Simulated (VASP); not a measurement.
# Re (P6_3/mmc) in VASP: a series of runs, part 2 of 2

VASP 6.6.1. Earlier steps stand in the parts before.

## 3. Single point, LDA

This run uses another cell than the first one, of 13.83 Å³/atom, 0.940 times its volume.

INCAR reads:

```
PREC     = Accurate       # precision mode
ENCUT    = 520            # plane-wave cutoff, eV
EDIFF    = 1E-6           # SCF threshold, eV
ISMEAR   = -1             # smearing method
SIGMA    = 0.05           # smearing width, eV
LREAL    = F              # projectors in reciprocal space
LASPH    = T              # aspherical terms in the spheres
NELM     = 100            # most SCF steps
ALGO     = Normal         # electronic algorithm
ISIF     = 2              # what is computed and relaxed
LWAVE    = F              # write WAVECAR
LCHARG   = F              # write CHGCAR
NBANDS   = 14             # bands
```

KPOINTS reads:

```
Automatic mesh
0
Gamma
  11 11 6
```

POSCAR reads:

```
Re
1.0
    2.7044413289      0.0000000000      0.0000000000
   -1.3522206645      2.3421148939      0.0000000000
    0.0000000000      0.0000000000      4.3671907899
Re
2
Direct
    0.6666666667      0.3333333333      0.7500000000
    0.3333333333      0.6666666667      0.2500000000
```

Potentials or basis: VASP PAW LDA potentials, release 64 (Re).

Launch:

```
cat potpaw_LDA.64/Re/POTCAR > POTCAR
mpirun -np 1 vasp_std > vasp.out
```

OUTCAR:

```text
PREC = Accurate
   ENCUT = 520
   EDIFF = 1E-6
   ISMEAR = -1
   LREAL = F
   LASPH = T
   NELM = 100
   ISIF = 2

 ion  position               nearest neighbor table
   1  0.667  0.333  0.750-   2 2.68   2 2.68   2 2.68   2 2.68   2 2.68   2 2.68
   2  0.333  0.667  0.250-   1 2.68   1 2.68   1 2.68   1 2.68   1 2.68   1 2.68

  LATTYP: Found a hexagonal cell.
 ALAT       =     2.7044413289
 C/A-ratio  =     1.6148217908

  Lattice vectors:

 A1 = (   2.7044413289,   0.0000000000,   0.0000000000)
 A2 = (  -1.3522206645,   2.3421148939,   0.0000000000)
 A3 = (   0.0000000000,   0.0000000000,   4.3671907899)

Analysis of symmetry for initial positions (statically):
=====================================================================
 Subroutine PRICEL returns:
 Original cell was already a primitive cell.

 Routine SETGRP: Setting up the symmetry group for a
 hexagonal supercell.

 Subroutine GETGRP returns: Found 24 space group operations
 (whereof 12 operations were pure point group operations)
 out of a pool of 24 trial point group operations.

The static configuration has the point symmetry D_3d.
 The point group associated with its full space group is D_6h.

Analysis of symmetry for dynamics (positions and initial velocities):
=====================================================================
 Subroutine PRICEL returns:
 Original cell was already a primitive cell.

 Routine SETGRP: Setting up the symmetry group for a
 hexagonal supercell.

 Subroutine GETGRP returns: Found 24 space group operations
 (whereof 12 operations were pure point group operations)
 out of a pool of 24 trial point group operations.

The dynamic configuration has the point symmetry D_3d.
 The point group associated with its full space group is D_6h.

 Subroutine INISYM returns: Found 24 space group operations
 (whereof 12 operations are pure point group operations),
 and found     1 'primitive' translations

----------------------------------------------------------------------------------------

                                     Primitive cell

[... 121 lines left out ...]
 non-spin polarized calculation
  energy-cutoff  :      520.00
  volume of cell :       27.66
 maximum number of plane-waves:       768
 NGX is ok and might be reduce to    20
   NGX =  9   NGY =  9   NGZ = 17

 number of electron      14.0000000 magnetization

 Free energy of the ion-electron system (eV)
  ---------------------------------------------------
  ext. energy  EPLUGINS =         0.00000000
  ---------------------------------------------------
  free energy    TOTEN  =       -27.47314263 eV

  energy without entropy =      -27.46176619  energy(sigma->0) =      -27.46745441

 E-fermi :   8.6788     XC(G=0): -14.1771

 val. band max:        8.6226246419   @ k =   0.4545   0.0909   0.1667
 cond. band min:       8.6870335905   @ k =   0.1818   0.0909   0.0000
 fundamental gap:      0.0644089486
 Fermi energy:         8.6787689090

 k-point     1 :       0.0000    0.0000    0.0000
  band No.  band energies     occupation
      1      -1.5673      2.00000
      2       1.5714      2.00000
      3       6.8710      2.00000
      4       6.8710      2.00000
      5       6.8811      2.00000
      6       7.7953      2.00000
      7       7.7953      2.00000
      8       8.8120      0.13012
      9       8.8120      0.13012
     10       9.5494      0.00000
     11      12.2910      0.00000
     12      12.2910      0.00000
     13      19.5287      0.00000
     14      22.9304      0.00000
[... 377 lines left out ...]
      1       0.8907      2.00000
      2       3.3903      2.00000
      3       4.8342      2.00000
      4       5.1462      2.00000
      5       6.4852      2.00000
      6       7.2605      2.00000
      7       7.9405      2.00000
      8       8.9349      0.01184
      9       9.7219      0.00000
     10      10.1512      0.00000
     11      12.7591      0.00000
     12      16.1273      0.00000
     13      20.6510      0.00000
     14      25.4843      0.00000

 [... further k-points ...]

------------------------ aborting loop because EDIFF is reached ----------------------------------------

  FORCE on cell =-STRESS in cart. coord.  units (eV):
  Direction    XX          YY          ZZ          XY          YZ          ZX
  --------------------------------------------------------------------------------------
  -------------------------------------------------------------------------------------
  Total        3.0377585      3.0377585      2.9777766     -0.0000000     -0.0000000      0.0000000
  in kB      175.9445835    175.9445835    172.4704792     -0.0000000     -0.0000000      0.0000000
  external PRESSURE =     174.7865487 kB  Pullay stress =       0.0000000 kB

 VOLUME and BASIS-vectors are now :
 -----------------------------------------------------------------------------
  energy-cutoff  :      520.00
  volume of cell :       27.66
      direct lattice vectors                 reciprocal lattice vectors
     2.704441329  0.000000000  0.000000000     0.369762135  0.213482268  0.000000000
    -1.352220664  2.342114894  0.000000000     0.000000000  0.426964536  0.000000000
     0.000000000  0.000000000  4.367190790     0.000000000  0.000000000  0.228980150

 POSITION                                       TOTAL-FORCE (eV/Angst)
 -----------------------------------------------------------------------------------
      1.35222      0.78070      3.27539         0.000000     -0.000000      0.000000
     -0.00000      1.56141      1.09180        -0.000000      0.000000      0.000000
 -----------------------------------------------------------------------------------
    total drift:                               -0.000000      0.000000     -0.000000

  FREE ENERGIE OF THE ION-ELECTRON SYSTEM (eV)
  ---------------------------------------------------
  free  energy   TOTEN  =       -27.4731426307 eV

  energy  without entropy=      -27.4617661919  energy(sigma->0) =      -27.46745441
```

stdout:

```text
POSCAR found type information on POSCAR Re
 POSCAR found :  1 types and       2 ions
 scaLAPACK will be used
 LDA part: xc-table for (Slater(with rela. corr.)+CA(PZ))
 , standard interpolation
 POSCAR, INCAR and KPOINTS ok, starting setup
 FFT: planning ... GRIDC
 FFT: planning ... GRID_SOFT
 FFT: planning ... GRID
 WAVECAR not read
 entering main loop
```

Run time: 15 s. Hardware: 1 thread of Intel Xeon Platinum 8375C at 2.90GHz (Ice Lake), shared host; peak memory 0.14 GiB.

Results:

| Property | Result |
| --- | --- |
| Free energy | -27.4731 eV |
| Pressure | 17.5 GPa |
| Band gap on the k mesh | zero (band 7 reaches 10.31 eV, above the bottom of band 8 at 6.73 eV) |

Caveat: spin-orbit coupling is left out, which moves the levels of the heavy elements.
